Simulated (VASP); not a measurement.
**C: relaxation of cell and atoms with LDA**

C:

```
C
1.0
     3.56800    0.00000    0.00000
     0.00000    3.56800    0.00000
     0.00000    0.00000    3.56800
C
8
Direct
  0.00000 0.00000 0.00000
  0.00000 0.50000 0.50000
  0.50000 0.00000 0.50000
  0.50000 0.50000 0.00000
  0.25000 0.25000 0.25000
  0.25000 0.75000 0.75000
  0.75000 0.25000 0.75000
  0.75000 0.75000 0.25000
```

* Program: VASP 6.6.1
* Task: relaxation of cell and atoms
* Functional: LDA
* Potentials or basis: VASP PAW LDA potentials, release 64 (C)
* Cutoff: 600 eV
* k mesh: 6 × 6 × 6
* Occupations: gaussian, width 0.01 eV
* Spin: no spin polarisation
* Dipole correction: no
* Further INCAR settings: ALGO = Normal; EDIFF = 1e-06; IBRION = 2; EDIFFG = -0.002; NSW = 80; ISIF = 3

```yaml
Relaxed_volume: 5.52 Å³/atom
Relaxed_cell: a = 3.534 Å, b = 3.534 Å, c = 3.534 Å, α = 90.00°, β = 90.00°, γ = 90.00°
Space_group_after_relaxing_to_0.05_Å: Fd-3m (No. 227)
Energy_gained_by_relaxing: 6.6 meV/atom
Ionic_steps: 6
Pressure_after_relaxing: 0.0 GPa
Band_gap_on_the_k_mesh: 4.19 eV
```

The path:
```tsv
step	energy change (eV)	largest force (eV/Å)	pressure (GPa)	volume (Å³)
1	0.0000	0.0000	-12.81	45.42
2	0.0385	0.0000	18.65	42.50
3	-0.0532	0.0000	-0.12	44.13
4	-0.0532	0.0000	0.15	44.11
5	-0.0532	0.0000	-0.16	44.14
6	-0.0532	0.0000	0.00	44.12
```

Final structure:
```
CELL_PARAMETERS angstrom
3.53363 0.00000 0.00000
0.00000 3.53363 0.00000
0.00000 0.00000 3.53363
ATOMIC_POSITIONS crystal
C 0.00000 0.00000 0.00000
C 0.00000 0.50000 0.50000
C 0.50000 0.00000 0.50000
C 0.50000 0.50000 0.00000
C 0.25000 0.25000 0.25000
C 0.25000 0.75000 0.75000
C 0.75000 0.25000 0.75000
C 0.75000 0.75000 0.25000
```

Levels at points of the mesh, in eV from the valence-band top:
```tsv
k point	band 14	band 15	band 16	band 17	band 18	band 19
(0.00, 0.00, 0.00)	0.00	0.00	0.00	4.77	4.77	4.77
(0.50, 0.00, 0.00)	-4.23	-4.23	-4.23	4.49	4.49	10.37
(0.50, 0.50, 0.00)	-3.08	-3.08	-3.08	8.02	8.02	8.02
(0.50, 0.50, 0.50)	-2.86	-2.86	-2.86	8.50	8.50	8.50
```

Run time: 32 s on 1 thread of Intel(R) Xeon(R) 6975P-C (Granite Rapids), on a shared host, peak memory 0.14 GiB.

A k mesh can miss the band edges. Expect the measured gap to be larger: semilocal functionals such as LDA lack the derivative discontinuity.
